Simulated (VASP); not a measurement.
Write the native input for VASP 6.6.1 that does the following.

```
Task                   : single point
Functional             : PBE
Potentials or basis    : VASP PAW PBE potentials, release 64 (Se)
Cutoff                 : 520 eV
k mesh                 : 9 × 9 × 6
Occupations            : gaussian, width 0.05 eV
Spin                   : no spin polarisation
Dipole correction      : no
Further INCAR settings : ALGO = Normal; EDIFF = 1e-07; NBANDS = 16
```

The structure of Se lies in POSCAR:

```
Se
1.0
    4.3662000000      0.0000000000      0.0000000000
   -2.1831000000      3.7812401180      0.0000000000
    0.0000000000      0.0000000000      4.9536000000
Se
3
Direct
    0.2254000000      0.0000000000      0.3333333333
    0.0000000000      0.2254000000      0.6666666667
    0.7746000000      0.7746000000      0.0000000000
```

The input as run:

INCAR

```
SYSTEM = Se
PREC = Accurate
ENCUT = 520
EDIFF = 1E-7
ISMEAR = 0
SIGMA = 0.05
LREAL = .False.
LASPH = .True.
NELM = 100
ALGO = Normal
ISIF = 2
LWAVE = .False.
LCHARG = .False.
GGA = PE
NBANDS = 16
```

KPOINTS

```
Automatic mesh
0
Gamma
  9 9 6
  0 0 0
```

Potentials or basis: VASP PAW PBE potentials, release 64 (Se).

Run with:

```console
$ cat potpaw_PBE.64/Se/POTCAR > POTCAR
$ mpirun -np 1 vasp_std > vasp.out
```

It gave:

```yaml
Pressure: 2.9 GPa
Largest_force: 0.433 eV/Å
Band_gap_on_the_k_mesh: 1.02 eV (least direct gap 1.24 eV)
```

Wall time 47 s on 1 thread of Intel(R) Xeon(R) Platinum 8488C (Sapphire Rapids), on a shared host, peak memory 0.22 GiB.
